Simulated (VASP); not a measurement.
# Hf (P6_3/mmc) in VASP: notebook

Hf is run at these levels: r2SCAN; tasks: relaxation of cell and atoms.

All numbers are computed with VASP 6.6.1; they aren't measurements. Logs are shortened: lines on timing, memory, paths and dates and some standing lists are left out, and cuts for length are marked.

**1. The cell of the first run**

It takes space group P6_3/mmc (No. 194, hexagonal). The conventional cell has a = 3.199 Å, b = 3.199 Å, c = 5.048 Å, α = 90.00°, β = 90.00°, γ = 120.00°. Hf (site symmetry -6m2) has 12 Hf at 3.13 to 3.20 Å within 4.1 Å.

**2. Relaxation of cell and atoms, r2SCAN, target pressure 10 GPa, at which the enthalpy is minimised**

Input file POSCAR:

```
Hf
1.0
    3.1985812215      0.0000000000      0.0000000000
   -1.5992906108      2.7700525939      0.0000000000
    0.0000000000      0.0000000000      5.0482759289
Hf
2
Direct
    0.3333333333      0.6666666667      0.2500000000
    0.6666666667      0.3333333333      0.7500000000
```

Input file INCAR.step1:

```
PREC = Accurate
ENCUT = 600
ISMEAR = -1
SIGMA = 0.1
LREAL = False
LASPH = True
NELM = 80
GGA = PE
ALGO = Normal
EDIFF = 1E-4
LWAVE = True
LCHARG = False
```

Input file INCAR.step2:

```
PREC = Accurate
ENCUT = 600
EDIFF = 1E-6
ISMEAR = -1
SIGMA = 0.1
LREAL = False
LASPH = True
NELM = 80
ALGO = Normal
ISIF = 3
LWAVE = False
LCHARG = False
METAGGA = R2SCAN
LMIXTAU = True
IBRION = 2
NSW = 100
EDIFFG = -0.002
PSTRESS = 100.0
ISTART = 1
```

Input file KPOINTS:

```
regular mesh
0
Gamma
  18 18 10
```

Potentials or basis: VASP PAW PBE potentials, release 64 (Hf_pv).

Run with:

```sh
$ cat potpaw_PBE.64/Hf_pv/POTCAR > POTCAR
$ cp INCAR.step1 INCAR
$ mpirun -np 1 vasp_std > vasp.out
$ cp INCAR.step2 INCAR
$ mpirun -np 1 vasp_std > vasp.out
```

OUTCAR:

```text
PREC = Accurate
   ENCUT = 600
   EDIFF = 1E-6
   ISMEAR = -1
   LREAL = False
   LASPH = True
   NELM = 80
   ISIF = 3
   METAGGA = R2SCAN
   IBRION = 2
   NSW = 100
   EDIFFG = -0.002
   PSTRESS = 100.0
   ISTART = 1

 ion  position               nearest neighbor table
   1  0.333  0.667  0.250-   2 3.13   2 3.13   2 3.13   2 3.13   2 3.13   2 3.13
   2  0.667  0.333  0.750-   1 3.13   1 3.13   1 3.13   1 3.13   1 3.13   1 3.13

  LATTYP: Found a hexagonal cell.
 ALAT       =     3.1985812215
 C/A-ratio  =     1.5782859897

  Lattice vectors:

 A1 = (   3.1985812215,   0.0000000000,   0.0000000000)
 A2 = (  -1.5992906108,   2.7700525939,   0.0000000000)
 A3 = (   0.0000000000,   0.0000000000,   5.0482759289)

Analysis of symmetry for initial positions (statically):
=====================================================================
 Subroutine PRICEL returns:
 Original cell was already a primitive cell.

 Routine SETGRP: Setting up the symmetry group for a
 hexagonal supercell.

 Subroutine GETGRP returns: Found 24 space group operations
 (whereof 12 operations were pure point group operations)
 out of a pool of 24 trial point group operations.

The static configuration has the point symmetry D_3d.
 The point group associated with its full space group is D_6h.

Analysis of symmetry for dynamics (positions and initial velocities):
=====================================================================
 Subroutine PRICEL returns:
 Original cell was already a primitive cell.

 Routine SETGRP: Setting up the symmetry group for a
 hexagonal supercell.

 Subroutine GETGRP returns: Found 24 space group operations
 (whereof 12 operations were pure point group operations)
 out of a pool of 24 trial point group operations.

The dynamic configuration has the point symmetry D_3d.
 The point group associated with its full space group is D_6h.

 Subroutine INISYM returns: Found 24 space group operations
 (whereof 12 operations are pure point group operations),
 and found     1 'primitive' translations

----------------------------------------------------------------------------------------

                                     Primitive cell

  volume of cell :      44.7289

  direct lattice vectors                    reciprocal lattice vectors
     3.198581222  0.000000000  0.000000000     0.312638614  0.180501988  0.000000000
    -1.599290611  2.770052594  0.000000000     0.000000000  0.361003976  0.000000000
     0.000000000  0.000000000  5.048275929     0.000000000  0.000000000  0.198087429

  length of vectors
     3.198581222  3.198581222  5.048275929     0.361003976  0.361003976  0.198087429

  position of ions in fractional coordinates (direct lattice)
     0.333333333  0.666666667  0.250000000
     0.666666667  0.333333333  0.750000000

  ion indices of the primitive-cell ions
   primitive index   ion index
                 1           1
                 2           2

----------------------------------------------------------------------------------------

 KPOINTS: regular mesh

Automatic generation of k-mesh.
 Grid dimensions read from file:
 generate k-points for:   18   18   10

 Generating k-lattice:

  Cartesian coordinates                     Fractional coordinates (reciprocal lattice)
     0.017368812  0.010027888  0.000000000     0.055555556  0.000000000  0.000000000
     0.000000000  0.020055776  0.000000000     0.000000000  0.055555556  0.000000000
     0.000000000  0.000000000  0.019808743     0.000000000  0.000000000  0.100000000

  Length of vectors
     0.020055776  0.020055776  0.019808743

  Shift w.r.t. Gamma in fractional coordinates (k-lattice)
     0.000000000  0.000000000  0.000000000

 Subroutine IBZKPT returns following result:
 ===========================================

 Found    222 irreducible k-points:

 Following reciprocal coordinates:
            Coordinates               Weight
  0.000000  0.000000  0.000000      1.000000
  0.055556  0.000000  0.000000      6.000000
  0.111111  0.000000  0.000000      6.000000
  0.166667 -0.000000  0.000000      6.000000
  0.222222  0.000000  0.000000      6.000000
  0.277778  0.000000  0.000000      6.000000
[... 16 lines left out ...]
  0.333333  0.111111  0.000000     12.000000
  0.388889  0.111111  0.000000     12.000000
 [... further k-points ...]
   k-points           NKPTS =    222   k-points in BZ     NKDIM =    222   number of bands    NBANDS=     14
   number of dos      NEDOS =    301   number of ions     NIONS =      2
   total plane-waves  NPLWV =  31360
   dimension x,y,z NGX =    28 NGY =   28 NGZ =   40
   dimension x,y,z NGXF=    56 NGYF=   56 NGZF=   80
   ions per type =               2
   NGX,Y,Z   is equivalent  to a cutoff of  14.55, 14.55, 13.17 a.u.
   NGXF,Y,Z  is equivalent  to a cutoff of  29.11, 29.11, 26.34 a.u.
 SYSTEM =  unknown system
   PREC   = accura    normal or accurate (medium, high low for compatibility)
   ISTART =      1    job   : 0-new  1-cont  2-samecut
   ICHARG =      0    charge: 1-file 2-atom 10-const
   ISPIN  =      1    spin polarized calculation?
   LNONCOLLINEAR =      F non collinear calculations
   LSORBIT =      F    spin-orbit coupling
   LASPH  =      T    aspherical Exc in radial PAW
   ENCUT  =  600.0 eV  44.10 Ry    6.64 a.u.   6.39  6.39 10.08*2*pi/ulx,y,z
   NELM   =     80;   NELMIN=  2; NELMDL=  0     # of ELM steps
   EDIFF  = 0.1E-05   stopping-criterion for ELM
   LREAL  =      F    real-space projection
   EDIFFG = -.2E-02   stopping-criterion for IOM
   NSW    =    100    number of steps for IOM
   IBRION =      2    ionic relax: 0-MD 1-quasi-New 2-CG
   NFREE  =      1    steps in history (QN), initial steepest desc. (CG)
   ISIF   =      3    stress and relaxation
   ISYM   =      2    0-nonsym 1-usesym 2-fastsym
   POTIM  = 0.5000    time-step for ionic-motion
   TEBEG  =    0.0;   TEEND  =   0.0 temperature during run
   PSTRESS=  100.0 pullay stress
   NELECT =      20.0000    total number of electrons
   NUPDOWN=      -1.0000    fix difference up-down
   EMIN   =  10.00;   EMAX   =-10.00  energy-range for DOS
   EFERMI =   0.00;   METHOD = LEGACY
   ISMEAR =    -1;   SIGMA  =   0.10  broadening in eV -4-tet -1-fermi 0-gaus
   EFERMI_NEDOS =   21; number of points for ismear=-14 and -15
   IALGO  =     38    algorithm
   IMIX   =      4    mixing-type and parameters
     AMIX     =   0.40;   BMIX     =  1.00
     AMIX_MAG =   1.60;   BMIX_MAG =  1.00
  volume/ion in A,a.u.               =      22.36       150.92
  Fermi-wavevector in a.u.,A,eV,Ry     =   1.251859  2.365670 21.322375  1.567150
  Thomas-Fermi vector in A             =   2.385786
   LORBIT       =      0    0 simple, 1 ext, 2 COOP (PROOUT), +10 PAW based schemes
   METAGGA = R2SCAN    functional components
   LHFCALC =     F    Hartree Fock is set to
   AEXX    =    0.0000 exact exchange contribution
   IVDW    =     0    specifies the selected vdW correction
   LEPSILON=     F    determine dielectric tensor
   LRPA    =     F    only Hartree local field effects (RPA)
 conjugate gradient relaxation of ions
 non-spin polarized calculation
  energy-cutoff  :      600.00
  volume of cell :       44.73
 maximum number of plane-waves:      1518
 NGX is ok and might be reduce to    28
   NGX = 13   NGY = 13   NGZ = 21

--------------------------------------- Ionic step        1  -------------------------------------------

 number of electron      20.0000000 magnetization

 Free energy of the ion-electron system (eV)
  ---------------------------------------------------
  ext. energy  EPLUGINS =         0.00000000
  ---------------------------------------------------
  free energy    TOTEN  =       -90.32519632 eV

  energy without entropy =      -90.27821193  energy(sigma->0) =      -90.30170413

------------------------ aborting loop because EDIFF is reached ----------------------------------------

  FORCE on cell =-STRESS in cart. coord.  units (eV):
  Direction    XX          YY          ZZ          XY          YZ          ZX
  --------------------------------------------------------------------------------------
  -------------------------------------------------------------------------------------
  Total       -0.1548146     -0.1548146     -0.1931957      0.0000000     -0.0000000      0.0000000
  in kB       -5.5454135     -5.5454135     -6.9202128      0.0000000     -0.0000000      0.0000000
  external PRESSURE =    -106.0036799 kB  Pullay stress =     100.0000000 kB
[... 97 lines left out ...]
  energy  without entropy=      -90.1916584085  energy(sigma->0) =      -90.21368115

  enthalpy is  TOTEN    =       -87.6585837755 eV   P V=        2.5771201229

[... ionic steps 4 to 15 ...]

--------------------------------------- Ionic step       16  -------------------------------------------

 number of electron      20.0000001 magnetization

------------------------ aborting loop because EDIFF is reached ----------------------------------------
[... 71 lines left out ...]
--------------------------------------- Ionic step       18  -------------------------------------------

 number of electron      20.0000001 magnetization

 Free energy of the ion-electron system (eV)
  ---------------------------------------------------
  ext. energy  EPLUGINS =         0.00000000
  ---------------------------------------------------
  free energy    TOTEN  =       -90.22661747 eV

  energy without entropy =      -90.18264576  energy(sigma->0) =      -90.20463161

 E-fermi :   5.4146     XC(G=0): -12.5839

 val. band max:        5.4133080273   @ k =   0.3333   0.2222   0.3000
 cond. band min:       5.4194595298   @ k =   0.3889   0.2222   0.3000
 fundamental gap:      0.0061515026
 Fermi energy:         5.4146173711

 k-point     1 :       0.0000    0.0000    0.0000
  band No.  band energies     occupation
      1     -26.7777      2.00000
      2     -25.7699      2.00000
      3     -25.7699      2.00000
      4     -25.6016      2.00000
      5     -25.6016      2.00000
      6     -25.5959      2.00000
      7      -2.6015      2.00000
      8       1.3057      2.00000
      9       6.1952      0.00081
     10       6.7675      0.00000
     11       6.7675      0.00000
     12       7.1406      0.00000
     13       7.7520      0.00000
     14       7.7520      0.00000
[... 377 lines left out ...]
      1     -26.5050      2.00000
      2     -26.3092      2.00000
      3     -26.2771      2.00000
      4     -26.0474      2.00000
      5     -25.8924      2.00000
      6     -25.7746      2.00000
      7       1.8825      2.00000
      8       2.6627      2.00000
      9       2.9166      2.00000
     10       4.3791      1.99994
     11       6.1434      0.00137
     12       6.5135      0.00003
     13       7.3569      0.00000
     14      11.2702      0.00000

 [... further k-points ...]
[... 5 lines left out ...]
  --------------------------------------------------------------------------------------
  -------------------------------------------------------------------------------------
  Total        2.5703480      2.5703480      2.5662519     -0.0000000     -0.0000000     -0.0000000
  in kB      100.0992478    100.0992478     99.9397316     -0.0000000     -0.0000000     -0.0000000
  external PRESSURE =       0.0460757 kB  Pullay stress =     100.0000000 kB
[... 21 lines left out ...]
  energy  without entropy=      -90.1826457552  energy(sigma->0) =      -90.20463161

  enthalpy is  TOTEN    =       -87.6588179824 eV   P V=        2.5677994913

 reached required accuracy - stopping structural energy minimisation
```

Run time: 2.3 h. Hardware: 1 thread of Oxide Virtual Turin-like, shared host; peak memory 0.28 GiB.

What came out:

- Free energy: -90.2266 eV
- Relaxed volume: 20.57 Å³/atom
- Relaxed cell: a = 3.110 Å, b = 3.110 Å, c = 4.910 Å, α = 90.00°, β = 90.00°, γ = 120.00°
- Space group after relaxing (to 0.1 Å): P6_3/mmc (No. 194)
- Energy change on relaxing (the run minimises the enthalpy): +49.3 meV/atom
- Ionic steps: 18
- Pressure after relaxing: 10.0 GPa
- Band gap on the k mesh: zero (bands 10 and 11 overlap by 1.84 eV)

Step by step:
| step | energy change (eV) | largest force (eV/Å) | pressure (GPa) | volume (Å³) |
| --- | --- | --- | --- | --- |
| 1 | 0.0000 | 0.0000 | -0.60 | 44.73 |
| 2 | 0.8054 | 0.0000 | 34.73 | 35.82 |
| 3 | 0.0895 | 0.0000 | 9.48 | 41.29 |
| 4 | 0.0977 | 0.0000 | 9.94 | 41.15 |
| 5 | 0.1021 | 0.0000 | 10.19 | 41.08 |
| 6 | 0.0940 | 0.0000 | 9.74 | 41.21 |
| 7 | 0.0980 | 0.0000 | 9.97 | 41.15 |
| 8 | 0.0984 | 0.0000 | 9.96 | 41.14 |
| 9 | 0.1003 | 0.0000 | 10.10 | 41.11 |
| 10 | 0.0988 | 0.0000 | 10.02 | 41.14 |
| 11 | 0.0986 | 0.0000 | 10.03 | 41.14 |
| 12 | 0.0985 | 0.0000 | 10.01 | 41.14 |
| 13 | 0.0986 | 0.0000 | 9.99 | 41.14 |
| 14 | 0.0988 | 0.0000 | 10.01 | 41.14 |
| 15 | 0.0987 | 0.0000 | 10.00 | 41.14 |
| 16 | 0.0986 | 0.0000 | 10.01 | 41.14 |
| 17 | 0.0986 | 0.0000 | 10.01 | 41.14 |
| 18 | 0.0986 | 0.0000 | 10.00 | 41.14 |

Final structure:
```
CELL_PARAMETERS angstrom
3.11037 0.00000 0.00000
-1.55519 2.69366 0.00000
0.00000 0.00000 4.91040
ATOMIC_POSITIONS crystal
Hf 0.33333 0.66667 0.25000
Hf 0.66667 0.33333 0.75000
```

Levels at points of the mesh, in eV from the Fermi level:
```
           k point  band 7  band 8  band 9  band 10  band 11  band 12  band 13  band 14
(0.00, 0.00, 0.00)   -8.02   -4.11    0.78     1.35     1.35     1.73     2.34     2.34
(0.50, 0.00, 0.00)   -3.62   -3.17   -2.60    -0.85     0.95     1.07     2.01     6.79
(0.00, 0.00, 0.50)   -5.79   -5.79    0.15     0.15     1.25     1.25     1.25     1.25
(0.50, 0.00, 0.50)   -3.80   -3.80   -1.15    -1.15     1.40     1.40     3.08     3.08
```

Caveat: the cell is relaxed towards a set pressure, so the run minimises the enthalpy, not the energy; the PAW data sets were made with another functional, which shifts forces and pressure a little; spin-orbit coupling is left out, which moves the levels of the heavy elements.

**3. Relaxation of cell and atoms, r2SCAN**

Input file POSCAR:

```
Hf
1.0
    3.1967000000      0.0000000000      0.0000000000
   -1.5983500000      2.7684234083      0.0000000000
    0.0000000000      0.0000000000      5.0578000000
Hf
2
Direct
    0.3333333333      0.6666666667      0.2500000000
    0.6666666667      0.3333333333      0.7500000000
```

Input file INCAR.step1:

```
PREC     = Accurate       # precision mode
ENCUT    = 600            # plane-wave cutoff, eV
ISMEAR   = -1             # smearing method
SIGMA    = 0.1            # smearing width, eV
LREAL    = F              # projectors in reciprocal space
LASPH    = T              # aspherical terms in the spheres
NELM     = 60             # most SCF steps
GGA      = PE             # functional
ALGO     = Normal         # electronic algorithm
EDIFF    = 1E-4           # SCF threshold, eV
LWAVE    = T              # write WAVECAR
LCHARG   = F              # write CHGCAR
```

Input file INCAR.step2:

```
PREC     = Accurate       # precision mode
ENCUT    = 600            # plane-wave cutoff, eV
EDIFF    = 1E-7           # SCF threshold, eV
ISMEAR   = -1             # smearing method
SIGMA    = 0.1            # smearing width, eV
LREAL    = F              # projectors in reciprocal space
LASPH    = T              # aspherical terms in the spheres
NELM     = 60             # most SCF steps
ALGO     = Normal         # electronic algorithm
ISIF     = 3              # what is computed and relaxed
LWAVE    = F              # write WAVECAR
LCHARG   = F              # write CHGCAR
METAGGA  = R2SCAN         # meta-GGA
LMIXTAU  = T            
IBRION   = 2              # ionic algorithm
NSW      = 100            # ionic steps
EDIFFG   = -0.002         # ionic threshold
ISTART   = 1
```

Input file KPOINTS:

```
Automatic mesh
0
Gamma
  18 18 10
```

Potentials or basis: VASP PAW PBE potentials, release 64 (Hf_pv).

Run with:

```sh
$ cat potpaw_PBE.64/Hf_pv/POTCAR > POTCAR
$ cp INCAR.step1 INCAR
$ mpirun -np 1 vasp_std > vasp.out
$ cp INCAR.step2 INCAR
$ mpirun -np 1 vasp_std > vasp.out
```

Run time: 1.6 h. Hardware: 1 thread of Oxide Virtual Turin-like, shared host; peak memory 0.27 GiB.

It converged, with:

| Item | Value |
| --- | --- |
| Free energy | -90.3257 eV |
| Relaxed volume | 22.24 Å³/atom |
| Relaxed cell | a = 3.194 Å, b = 3.194 Å, c = 5.036 Å, α = 90.00°, β = 90.00°, γ = 120.00° |
| Space group after relaxing (to 0.1 Å) | P6_3/mmc (No. 194) |
| Energy gained by relaxing | 0.4 meV/atom |
| Ionic steps | 8 |
| Pressure after relaxing | 0.0 GPa |
| Band gap on the k mesh | zero (bands 10 and 11 overlap by 1.88 eV) |

Step by step:
| step | energy change (eV) | largest force (eV/Å) | pressure (GPa) | volume (Å³) |
| --- | --- | --- | --- | --- |
| 1 | 0.0000 | 0.0000 | -0.68 | 44.76 |
| 2 | 0.0002 | 0.0000 | 0.88 | 44.15 |
| 3 | -0.0007 | 0.0000 | 0.03 | 44.48 |
| 4 | -0.0007 | 0.0000 | 0.04 | 44.47 |
| 5 | -0.0007 | 0.0000 | 0.01 | 44.48 |
| 6 | -0.0007 | 0.0000 | 0.01 | 44.49 |
| 7 | -0.0007 | 0.0000 | 0.00 | 44.49 |
| 8 | -0.0007 | 0.0000 | 0.00 | 44.49 |

Final structure:
```
CELL_PARAMETERS angstrom
3.19398 0.00000 0.00000
-1.59699 2.76607 0.00000
0.00000 0.00000 5.03551
ATOMIC_POSITIONS crystal
Hf 0.33333 0.66667 0.25000
Hf 0.66667 0.33333 0.75000
```

Levels at points of the mesh, in eV from the Fermi level:
| k point | band 7 | band 8 | band 9 | band 10 | band 11 | band 12 | band 13 | band 14 |
| --- | --- | --- | --- | --- | --- | --- | --- | --- |
| (0.00, 0.00, 0.00) | -7.76 | -3.84 | 0.47 | 1.34 | 1.34 | 1.69 | 2.23 | 2.23 |
| (0.50, 0.00, 0.00) | -3.50 | -2.86 | -2.32 | -1.01 | 0.96 | 0.97 | 1.86 | 6.24 |
| (0.00, 0.00, 0.50) | -5.68 | -5.68 | 0.18 | 0.18 | 1.23 | 1.23 | 1.23 | 1.23 |
| (0.50, 0.00, 0.50) | -3.53 | -3.53 | -1.01 | -1.01 | 1.11 | 1.11 | 2.90 | 2.90 |

Caveat: the PAW data sets were made with another functional, which shifts forces and pressure a little; spin-orbit coupling is left out, which moves the levels of the heavy elements.
